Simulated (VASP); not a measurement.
# Zr3PdSe4: single point with PBE

Zr3PdSe4:

```
Zr Pd Se
1.0
     5.55553    0.00000    0.00000
     0.00000    5.55553    0.00000
     0.00000    0.00000    5.55553
Zr Pd Se
3 1 4
Direct
  0.50000 0.00000 0.00000
  0.00000 0.50000 0.00000
  0.00000 0.00000 0.50000
  0.00000 0.00000 0.00000
  0.00000 0.50000 0.50000
  0.50000 0.00000 0.50000
  0.50000 0.50000 0.00000
  0.50000 0.50000 0.50000
```

The cell was generated, and may not be a known phase.

```json
{
  "Program": "VASP 6.6.1",
  "Task": "single point",
  "Functional": "PBE",
  "Potentials or basis": "VASP PAW PBE potentials, release 64 (Zr_sv, Pd, Se)",
  "Cutoff": "520 eV",
  "k mesh": "2 × 2 × 2",
  "Occupations": "gaussian, width 0.15 eV",
  "Spin": "no spin polarisation",
  "Dipole correction": "no",
  "Further INCAR settings": "ALGO = Normal; EDIFF = 1e-06; NBANDS = 45"
}
```

```yaml
Pressure: 0.0 GPa
Band_gap_on_the_k_mesh: zero (bands 35 and 36 overlap by 1.65 eV)
```

Levels at points of the mesh, in eV from the Fermi level:
| k point | band 32 | band 33 | band 34 | band 35 | band 36 | band 37 | band 38 | band 39 |
| --- | --- | --- | --- | --- | --- | --- | --- | --- |
| (0.00, 0.00, 0.00) | -0.10 | -0.10 | -0.10 | 1.02 | 1.02 | 1.02 | 1.08 | 1.29 |
| (0.50, 0.00, 0.00) | -0.76 | -0.05 | 0.02 | 0.03 | 0.03 | 0.74 | 1.12 | 1.12 |
| (0.50, 0.50, 0.00) | -1.15 | -1.15 | -0.91 | -0.44 | -0.44 | 1.09 | 1.15 | 1.18 |
| (0.50, 0.50, 0.50) | -1.51 | -1.51 | -1.51 | -0.64 | -0.64 | -0.64 | 1.91 | 1.91 |

It took 56 s on 1 thread of Intel(R) Xeon(R) Platinum 8488C (Sapphire Rapids) (shared host), peak memory 0.26 GiB.

Caveat: the k points lie up to 0.57 Å⁻¹ apart, too coarse for converged energies and pressures of a metal.
